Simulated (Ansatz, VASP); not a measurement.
## Ba: VASP beside Ansatz

```
CELL_PARAMETERS angstrom
-2.49172 2.49172 2.49172
2.49172 -2.49172 2.49172
2.49172 2.49172 -2.49172
ATOMIC_POSITIONS crystal
Ba 0.00000 0.00000 0.00000
```

Alike in both runs: functional PBE; k mesh 12 × 12 × 12; occupations fermi-dirac, width 0.05 eV; no spin polarisation.

Ansatz relaxed the structure, and its values are those at the end. VASP's run is a single point on that final structure, the one shown.

```csv
,VASP,Ansatz
version,VASP 6.6.1,Ansatz 0.2.0
potentials or method,"VASP PAW PBE potentials, release 64 (Ba_sv), cutoff 520 eV","all-electron LAPW, non-relativistic"
```

Ansatz gave:

- pressure (GPa): 0.0

Problem. Estimate VASP's values.

Solution. Pressure (GPa): 0.3.

Ansatz ran all-electron here, and VASP with PAW potentials.

Spin-orbit coupling is off throughout.
